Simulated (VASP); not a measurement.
Si (a cell with a defect), 17 atoms in the cell. The cell holds a defect, 17 atoms: a = 7.679 Å, b = 7.679 Å, c = 7.679 Å, α = 60.00°, β = 60.00°, γ = 60.00°. 

```yaml
Program: VASP 6.6.1
Task: single point
Functional: PBE
Potentials_or_basis: VASP PAW PBE potentials, release 64 (Si)
Cutoff: 520 eV
k_mesh: 2 × 2 × 2
Occupations: gaussian, width 0.02 eV
Spin: no spin polarisation
Dipole_correction: no
Further_INCAR_settings: LREAL = Auto; ALGO = Normal; EDIFF = 1e-06; NBANDS = 48
```

Potentials or basis: VASP PAW PBE potentials, release 64 (Si).

The run is started by

```console
$ cat potpaw_PBE.64/Si/POTCAR > POTCAR
$ mpirun -np 1 vasp_std > vasp.out
```

Hardware: 1 thread of Intel Xeon 8259CL, with other jobs on the host.

Problem. Estimate the wall time of this run.

Solution. Wall time 7.3 min on 1 thread of Intel Xeon 8259CL, on a shared host, peak memory 0.47 GiB. Counts: scf iterations 13, k points 8.
